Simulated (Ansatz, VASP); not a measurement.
# Rb in VASP and in Ansatz

INCAR

```
PREC = Accurate ; ENCUT = 520
EDIFF = 1E-6 ; ISMEAR = 1
SIGMA = 0.03 ; LREAL = F
LASPH = T ; NELM = 60
ALGO = Normal ; ISIF = 2
LWAVE = F ; LCHARG = F
NBANDS = 10
```

The input KPOINTS:

```
Automatic mesh
0
Gamma
  8 8 8
```

File POSCAR:

```
Rb
1.0
   -2.6859640533      2.6859640533      2.6859640533
    2.6859640533     -2.6859640533      2.6859640533
    2.6859640533      2.6859640533     -2.6859640533
Rb
1
Direct
    0.0000000000      0.0000000000      0.0000000000
```

Input for Ansatz:

```yaml
crystal:
  lattice:
    - [-2.6859640533, 2.6859640533, 2.6859640533]
    - [2.6859640533, -2.6859640533, 2.6859640533]
    - [2.6859640533, 2.6859640533, -2.6859640533]
  atoms:
    - { symbol: Rb, position: [0.0, 0.0, 0.0] }
hamiltonian:
  xc: lda
  pseudopotentials:
    kind: paw
    azcp:
      Rb: "pseudopotentials/Rb.paw.azcp"
basis:
  ecutwfc: 420
  fft_grid_basis: typed
kpoints:
  mp_grid: { grid: [8, 8, 8], shift: [0, 0, 0] }
magnetization:
  spin_polarized: false
scf:
  occupations: { method: cold, width: 0.03 }
  lower_state_search: "off"
output:
  stress: true
```

Alike in both runs: task single point; functional LDA; k mesh 8 × 8 × 8; no spin polarisation.

|  | VASP | Ansatz |
| --- | --- | --- |
| version | VASP 6.6.1 | Ansatz 0.2.0 |
| potentials or method | VASP PAW LDA potentials, release 64 (Rb_sv), cutoff 520 eV | plane waves (420 eV) with PAW, scalar-relativistic |
| occupations | methfessel-paxton of order 1, width 0.03 eV | cold, width 0.03 eV |
| valence electrons in the cell | 9 | 9 |

```tsv
	VASP	Ansatz	Ansatz less VASP
pressure (GPa)	0.0	0.0	0.00
```

Ansatz warns that its potentials were made for another functional, while VASP's fit it. LDA's correlation is that of Perdew and Zunger in VASP and of Perdew and Wang (1992) in Ansatz.
